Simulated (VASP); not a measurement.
Set up this calculation in VASP 6.6.1, as the native input.

| Quantity | Value |
| --- | --- |
| Task | single point |
| Functional | r2SCAN |
| Potentials or basis | VASP PAW PBE potentials, release 64 (Li_sv, Cl) |
| Cutoff | 520 eV |
| k mesh | 10 × 10 × 10 |
| Occupations | fermi-dirac, width 0.02 eV |
| Spin | no spin polarisation |
| Dipole correction | no |
| Further INCAR settings | ALGO = Normal; EDIFF = 1e-06; NBANDS = 12 |

Crystal: LiCl.

```
Li Cl
1.0
     0.00000    2.57285    2.57285
     2.57285    0.00000    2.57285
     2.57285    2.57285    0.00000
Li Cl
1 1
Direct
  0.00000 0.00000 0.00000
  0.50000 0.50000 0.50000
```

These files were run (other wordings do the same):

POSCAR

```
LiCl
1.0
    0.0000000000      2.5728528500      2.5728528500
    2.5728528500      0.0000000000      2.5728528500
    2.5728528500      2.5728528500      0.0000000000
Li Cl
1 1
Direct
    0.0000000000      0.0000000000      0.0000000000
    0.5000000000      0.5000000000      0.5000000000
```

INCAR.step1

```
ALGO = Normal
EDIFF = 1E-4
ENCUT = 520
GGA = PE
ISMEAR = -1
LASPH = T
LCHARG = F
LREAL = F
LWAVE = T
NBANDS = 12
NELM = 80
PREC = Accurate
SIGMA = 0.02
```

INCAR.step2

```
ALGO = Normal
EDIFF = 1E-6
ENCUT = 520
ISIF = 2
ISMEAR = -1
ISTART = 1
LASPH = T
LCHARG = F
LMIXTAU = T
LREAL = F
LWAVE = F
METAGGA = R2SCAN
NBANDS = 12
NELM = 80
PREC = Accurate
SIGMA = 0.02
```

KPOINTS

```
k-points
0
Gamma
  10 10 10
```

Potentials or basis: VASP PAW PBE potentials, release 64 (Li_sv, Cl).

The run is started by

```bash
$ cat potpaw_PBE.64/Li_sv/POTCAR potpaw_PBE.64/Cl/POTCAR > POTCAR
$ cp INCAR.step1 INCAR
$ mpirun -np 1 vasp_std > vasp.out
$ cp INCAR.step2 INCAR
$ mpirun -np 1 vasp_std > vasp.out
```

It gave:

```
Band gap on the k mesh : 7.24 eV, direct
```

Wall time 45 s on 1 thread of Intel(R) Xeon(R) Platinum 8559C (Emerald Rapids), on a shared host, peak memory 0.16 GiB.
